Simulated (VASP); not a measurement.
# ZnSe (F-43m) in VASP: notebook

ZnSe is run at these levels: LDA, PBE; tasks: elastic constants, G0W0 quasiparticle levels.

Everything below comes from runs of VASP 6.6.1. Logs are shortened: lines on timing, memory, paths and dates and some standing lists are left out, and cuts for length are marked.

## (1) The cell of the first run

It takes space group F-43m (No. 216, cubic). Conventional cell: a = 5.668 Å, b = 5.668 Å, c = 5.668 Å, α = 90.00°, β = 90.00°, γ = 90.00°. Se (site symmetry -43m) has 4 Zn at 2.45 Å within 3.2 Å. Within 3.2 Å of Zn (site symmetry -43m) lie 4 Se at 2.45 Å.

## (2) Elastic constants, LDA

INCAR

```
SYSTEM = ZnSe
PREC = Accurate
ENCUT = 600
EDIFF = 1E-8
ISMEAR = 0
SIGMA = 0.01
LREAL = .FALSE.
LASPH = .TRUE.
NELM = 80
ALGO = Normal
ISIF = 3
LWAVE = .FALSE.
LCHARG = .TRUE.
GGA = CA
NBANDS = 16
IBRION = 6
NFREE = 2
POTIM = 0.015
NSW = 1
```

KPOINTS

```
Automatic mesh
0
G
  7 7 7
  0 0 0
```

POSCAR

```
ZnSe
1.0
    0.0000000000      2.8338000000      2.8338000000
    2.8338000000      0.0000000000      2.8338000000
    2.8338000000      2.8338000000      0.0000000000
Se Zn
1 1
Direct
    0.7500000000      0.7500000000      0.7500000000
    0.0000000000      0.0000000000      0.0000000000
```

Potentials or basis: VASP PAW LDA potentials, release 64 (Se, Zn).

Launch:

```console
$ cat potpaw_LDA.64/Se/POTCAR potpaw_LDA.64/Zn/POTCAR > POTCAR
$ mpirun -np 1 vasp_std > vasp.out
```

OUTCAR:

```text
SYSTEM = ZnSe
   PREC = Accurate
   ENCUT = 600
   EDIFF = 1E-8
   ISMEAR = 0
   LREAL = .FALSE.
   LASPH = .TRUE.
   NELM = 80
   ISIF = 3
   GGA = CA
   IBRION = 6
   NFREE = 2
   POTIM = 0.015
   NSW = 1

 ion  position               nearest neighbor table
   1  0.750  0.750  0.750-   2 2.45   2 2.45   2 2.45   2 2.45
   2  0.000  0.000  0.000-   1 2.45   1 2.45   1 2.45   1 2.45

  LATTYP: Found a face centered cubic cell.
 ALAT       =     5.6676000000

  Lattice vectors:

 A1 = (   0.0000000000,   2.8338000000,   2.8338000000)
 A2 = (   2.8338000000,   0.0000000000,   2.8338000000)
 A3 = (   2.8338000000,   2.8338000000,   0.0000000000)

Analysis of symmetry for initial positions (statically):
=====================================================================
 Subroutine PRICEL returns:
 Original cell was already a primitive cell.

 Routine SETGRP: Setting up the symmetry group for a
 face centered cubic supercell.

 Subroutine GETGRP returns: Found 24 space group operations
 (whereof 24 operations were pure point group operations)
 out of a pool of 48 trial point group operations.

The static configuration has the point symmetry T_d .

Analysis of symmetry for dynamics (positions and initial velocities):
=====================================================================
 Subroutine PRICEL returns:
 Original cell was already a primitive cell.

 Routine SETGRP: Setting up the symmetry group for a
 face centered cubic supercell.

 Subroutine GETGRP returns: Found 24 space group operations
 (whereof 24 operations were pure point group operations)
 out of a pool of 48 trial point group operations.

The dynamic configuration has the point symmetry T_d .

 Subroutine INISYM returns: Found 24 space group operations
 (whereof 24 operations are pure point group operations),
 and found     1 'primitive' translations

----------------------------------------------------------------------------------------

                                     Primitive cell

  volume of cell :      45.5132

  direct lattice vectors                    reciprocal lattice vectors
     0.000000000  2.833800000  2.833800000    -0.176441527  0.176441527  0.176441527
     2.833800000  0.000000000  2.833800000     0.176441527 -0.176441527  0.176441527
     2.833800000  2.833800000  0.000000000     0.176441527  0.176441527 -0.176441527

  length of vectors
     4.007598393  4.007598393  4.007598393     0.305605690  0.305605690  0.305605690

  position of ions in fractional coordinates (direct lattice)
     0.750000000  0.750000000  0.750000000
     0.000000000  0.000000000  0.000000000

  ion indices of the primitive-cell ions
   primitive index   ion index
                 1           1
                 2           2

----------------------------------------------------------------------------------------

 KPOINTS: Automatic mesh

Automatic generation of k-mesh.
 Grid dimensions read from file:
 generate k-points for:    7    7    7

 Generating k-lattice:

  Cartesian coordinates                     Fractional coordinates (reciprocal lattice)
    -0.025205932  0.025205932  0.025205932     0.142857143  0.000000000  0.000000000
     0.025205932 -0.025205932  0.025205932     0.000000000  0.142857143  0.000000000
     0.025205932  0.025205932 -0.025205932     0.000000000  0.000000000  0.142857143

  Length of vectors
     0.043657956  0.043657956  0.043657956

  Shift w.r.t. Gamma in fractional coordinates (k-lattice)
     0.000000000  0.000000000  0.000000000

 Subroutine IBZKPT returns following result:
 ===========================================

 Found     20 irreducible k-points:

 Following reciprocal coordinates:
            Coordinates               Weight
  0.000000  0.000000  0.000000      1.000000
  0.142857  0.000000  0.000000      8.000000
  0.285714  0.000000  0.000000      8.000000
  0.428571  0.000000  0.000000      8.000000
  0.142857  0.142857  0.000000      6.000000
[... 43 lines left out ...]
   PSTRESS=    0.0 pullay stress
   NELECT =      18.0000    total number of electrons
   NUPDOWN=      -1.0000    fix difference up-down
   EMIN   =  10.00;   EMAX   =-10.00  energy-range for DOS
   EFERMI =   0.00;   METHOD = LEGACY
   ISMEAR =     0;   SIGMA  =   0.01  broadening in eV -4-tet -1-fermi 0-gaus
   EFERMI_NEDOS =   21; number of points for ismear=-14 and -15
   IALGO  =     38    algorithm
   IMIX   =      4    mixing-type and parameters
     AMIX     =   0.40;   BMIX     =  1.00
     AMIX_MAG =   1.60;   BMIX_MAG =  1.00
  volume/ion in A,a.u.               =      22.76       153.57
  Fermi-wavevector in a.u.,A,eV,Ry     =   1.201673  2.270834 19.647073  1.444019
  Thomas-Fermi vector in A             =   2.337476
   LORBIT       =      0    0 simple, 1 ext, 2 COOP (PROOUT), +10 PAW based schemes
   GGA     = CA    functional components
   LHFCALC =     F    Hartree Fock is set to
   AEXX    =    0.0000 exact exchange contribution
   IVDW    =     0    specifies the selected vdW correction
   LEPSILON=     F    determine dielectric tensor
   LRPA    =     F    only Hartree local field effects (RPA)
 finite differences with symmetry
 non-spin polarized calculation
 Gauss-broadening in eV      SIGMA  =   0.01
  energy-cutoff  :      600.00
  volume of cell :       45.51
 maximum number of plane-waves:      1532
   NGX = 17   NGY = 17   NGZ = 17

--------------------------------------- Ionic step        1  -------------------------------------------

 number of electron      17.9999993 magnetization

 Free energy of the ion-electron system (eV)
  ---------------------------------------------------
  ext. energy  EPLUGINS =         0.00000000
  ---------------------------------------------------
  free energy    TOTEN  =        -7.34875070 eV

  energy without entropy =       -7.34875070  energy(sigma->0) =       -7.34875070

------------------------ aborting loop because EDIFF is reached ----------------------------------------

  FORCE on cell =-STRESS in cart. coord.  units (eV):
  Direction    XX          YY          ZZ          XY          YZ          ZX
  --------------------------------------------------------------------------------------
  -------------------------------------------------------------------------------------
  Total       -0.8836557     -0.8836557     -0.8836557      0.0000000      0.0000000     -0.0000000
  in kB      -31.1068523    -31.1068523    -31.1068523      0.0000000      0.0000000     -0.0000000
  external PRESSURE =     -31.1068523 kB  Pullay stress =       0.0000000 kB
[... 89 lines left out ...]
  FREE ENERGIE OF THE ION-ELECTRON SYSTEM (eV)
  ---------------------------------------------------
  free  energy   TOTEN  =        -7.3593192633 eV

  energy  without entropy=       -7.3593192633  energy(sigma->0) =       -7.35931926

[... ionic steps 4 to 14 ...]

--------------------------------------- Ionic step       15  -------------------------------------------

 number of electron      17.9999992 magnetization

------------------------ aborting loop because EDIFF is reached ----------------------------------------
[... 67 lines left out ...]
--------------------------------------- Ionic step       17  -------------------------------------------

 number of electron      17.9999998 magnetization

 Free energy of the ion-electron system (eV)
  ---------------------------------------------------
  ext. energy  EPLUGINS =         0.00000000
  ---------------------------------------------------
  free energy    TOTEN  =        -7.34816179 eV

  energy without entropy =       -7.34816179  energy(sigma->0) =       -7.34816179

 E-fermi :   1.5748     XC(G=0):  -9.6986

 val. band max:        1.5259468240   @ k =   0.0000   0.0000   0.0000
 cond. band min:       2.5765179508   @ k =   0.0000   0.0000   0.0000
 fundamental gap:      1.0505711268
 Fermi energy:         1.5747943691

 k-point     1 :       0.0000    0.0000    0.0000
  band No.  band energies     occupation
      1     -11.7813      2.00000
      2      -5.1785      2.00000
      3      -5.1702      2.00000
      4      -5.1619      2.00000
      5      -4.8112      2.00000
      6      -4.8111      2.00000
[... 433 lines left out ...]
      3      -5.1405      2.00000
      4      -5.1238      2.00000
      5      -4.8255      2.00000
      6      -4.8022      2.00000
[... 8 lines left out ...]
     15      12.8255      0.00000
     16      13.2718      0.00000

 [... further k-points ...]

------------------------ aborting loop because EDIFF is reached ----------------------------------------

  FORCE on cell =-STRESS in cart. coord.  units (eV):
  Direction    XX          YY          ZZ          XY          YZ          ZX
  --------------------------------------------------------------------------------------
  -------------------------------------------------------------------------------------
  Total       -0.8852156     -0.8831971     -0.8831971      0.0000000      0.0686921      0.0000000
  in kB      -31.1617641    -31.0907093    -31.0907093      0.0000000      2.4181313      0.0000000
  external PRESSURE =     -31.1143942 kB  Pullay stress =       0.0000000 kB
[... 17 lines left out ...]
  FREE ENERGIE OF THE ION-ELECTRON SYSTEM (eV)
  ---------------------------------------------------
  free  energy   TOTEN  =        -7.3481617868 eV

  energy  without entropy=       -7.3481617868  energy(sigma->0) =       -7.34816179

 INTERNAL STRAIN TENSORS FROM STRAINED CELLS
 ============================================

 INTERNAL STRAIN TENSOR FOR ION    1 for displacements in x,y,z  (eV/Angst):
          X           Y           Z          XY          YZ          ZX
  --------------------------------------------------------------------------------
  x    -0.00000     0.00000     0.00000    -0.00000     4.57972    -0.00000
  y    -0.00000     0.00000     0.00000     0.00000     0.00000     4.57984
  z    -0.00000     0.00000    -0.00000     4.57952     0.00000    -0.00000

 INTERNAL STRAIN TENSORS FROM DISPLACED ATOMS
 ============================================

 INTERNAL STRAIN TENSOR FOR ION    1 for displacements in x,y,z  (eV/Angst):
          X           Y           Z          XY          YZ          ZX
  --------------------------------------------------------------------------------
  x    -0.00000     0.00000     0.00000     0.00000     4.57506     0.00000
  y     0.00000    -0.00000     0.00000     0.00000     0.00000     4.57506
  z     0.00000     0.00000    -0.00000     4.57506     0.00000     0.00000

 INTERNAL STRAIN TENSOR FOR ION    2 for displacements in x,y,z  (eV/Angst):
          X           Y           Z          XY          YZ          ZX
  --------------------------------------------------------------------------------
  x    -0.00000     0.00000     0.00000     0.00000    -4.57622     0.00000
  y    -0.00000    -0.00000    -0.00000     0.00000     0.00000    -4.57622
  z     0.00000     0.00000    -0.00000    -4.57622     0.00000     0.00000

 Eigenvectors and eigenvalues of the dynamical matrix
 ----------------------------------------------------

   1 f  =    6.008233 THz    37.750840 2PiTHz  200.413076 cm-1    24.848043 meV
             X         Y         Z           dx          dy          dz
      4.250700  4.250700  4.250700     0.000000    0.673774    0.000000
      0.000000  0.000000  0.000000     0.000000   -0.738938    0.000000
[... 21 lines left out ...]
   6 f/i=    0.005884 THz     0.036970 2PiTHz    0.196266 cm-1     0.024334 meV
             X         Y         Z           dx          dy          dz
      4.250700  4.250700  4.250700     0.000000    0.000000    0.738938
      0.000000  0.000000  0.000000     0.000000    0.000000    0.673774

--------------------------------------------------------------------------------------------------------

 ELASTIC MODULI CONTR FROM IONIC RELAXATION (kBar)
 Direction    XX          YY          ZZ          XY          YZ          ZX
 --------------------------------------------------------------------------------
 XX          -0.0000      0.0000     -0.0000     -0.0000     -0.0000     -0.0000
 YY           0.0000     -0.0000      0.0000     -0.0000     -0.0000      0.0000
 ZZ          -0.0000      0.0000     -0.0000      0.0000     -0.0000     -0.0000
 XY          -0.0000     -0.0000      0.0000   -139.4770      0.0000      0.0000
 YZ          -0.0000     -0.0000     -0.0000      0.0000   -139.4770     -0.0000
 ZX          -0.0000      0.0000     -0.0000      0.0000     -0.0000   -139.4770
 --------------------------------------------------------------------------------

 TOTAL ELASTIC MODULI (kBar)
 Direction    XX          YY          ZZ          XY          YZ          ZX
 --------------------------------------------------------------------------------
 XX         863.4351    468.1334    468.1334      0.0000     -0.0000     -0.0000
 YY         468.1334    863.4351    468.1334     -0.0000     -0.0000      0.0000
 ZZ         468.1334    468.1334    863.4351      0.0000     -0.0000     -0.0000
 XY           0.0000     -0.0000      0.0000    409.4252      0.0000      0.0000
 YZ          -0.0000     -0.0000     -0.0000      0.0000    409.4252     -0.0000
 ZX          -0.0000      0.0000     -0.0000      0.0000     -0.0000    409.4252
 --------------------------------------------------------------------------------
```

It took 3.1 min on 1 thread of Intel Xeon 6975P-C (Granite Rapids), shared host; peak memory 0.28 GiB.

What came out:

- Elastic constants C11, C12, C44: 86, 47, 41 GPa
- Voigt bulk modulus: 60 GPa
- Highest phonon frequency at Γ, LO-TO splitting left out: 200 cm⁻¹

Phonon frequencies in cm⁻¹ (negative: imaginary):
```
              q point        frequencies
(0.000, 0.000, 0.000)  0 0 0 200 200 200
```

Elastic tensor in Voigt notation (GPa, in the Cartesian axes of the cell as first typed):
```
86 47 47  0  0  0
47 86 47  0  0  0
47 47 86  0  0  0
 0  0  0 41  0  0
 0  0  0  0 41  0
 0  0  0  0  0 41
```

Clamped-ion elastic tensor (GPa):
```
86 47 47  0  0  0
47 86 47  0  0  0
47 47 86  0  0  0
 0  0  0 55  0  0
 0  0  0  0 55  0
 0  0  0  0  0 55
```

Caveat: the cell is under stress, which shifts elastic constants.

(Part 1 of 2 ends here.)
